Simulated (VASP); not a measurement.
Wanted: the native input for a VASP 6.6.1 run.

```yaml
Task: single point
Functional: PBE
Potentials_or_basis: VASP PAW PBE potentials, release 64 (Ti_sv, H)
Cutoff: 520 eV
k_mesh: 9 × 9 × 1
Occupations: gaussian, width 0.1 eV
Spin: no spin polarisation
Dipole_correction: yes
Further_INCAR_settings: ALGO = Normal; EDIFF = 1e-06; NBANDS = 26
```

The structure of Ti3H lies in POSCAR:

```
Ti3H
1.0
    2.9075446922      0.0000000000      0.0000000000
    0.0000000000      2.9075446922      0.0000000000
    0.0000000000      0.0000000000     19.3059825228
Ti H
3 1
Direct
    0.5000000000      0.5000000000      0.2071896623
    0.0000000000      0.0000000000      0.3057583538
    0.5000000000      0.5000000000      0.4043297208
    1.0000000000      1.0000000000      0.4143735679
```

The input as run:

INCAR

```
SYSTEM = Ti3H
PREC     = Accurate       ! precision mode
ENCUT    = 520            ! plane-wave cutoff, eV
EDIFF    = 1E-6           ! SCF threshold, eV
ISMEAR   = 0              ! smearing method
SIGMA    = 0.1            ! smearing width, eV
LREAL    = .FALSE.        ! projectors in reciprocal space
LASPH    = .TRUE.         ! aspherical terms in the spheres
NELM     = 80             ! most SCF steps
ALGO     = Normal         ! electronic algorithm
ISIF     = 2              ! what is computed and relaxed
LWAVE    = .FALSE.        ! write WAVECAR
LCHARG   = .FALSE.        ! write CHGCAR
LDIPOL   = .TRUE.       
IDIPOL   = 3            
DIPOL    = 0.5 0.5 0.333
GGA      = PE             ! functional
NBANDS   = 26             ! bands
```

KPOINTS

```
Automatic mesh
0
G
  9 9 1
  0 0 0
```

Potentials or basis: VASP PAW PBE potentials, release 64 (Ti_sv, H).

Run with:

```console
$ cat potpaw_PBE.64/Ti_sv/POTCAR potpaw_PBE.64/H/POTCAR > POTCAR
$ mpirun -np 1 vasp_std > vasp.out
```

Results of the run:

| Quantity | Value |
| --- | --- |
| Largest force | 0.459 eV/Å |

Run time: 53 s on 1 thread of Intel(R) Xeon(R) 6975P-C (Granite Rapids) (shared host), peak memory 0.28 GiB.
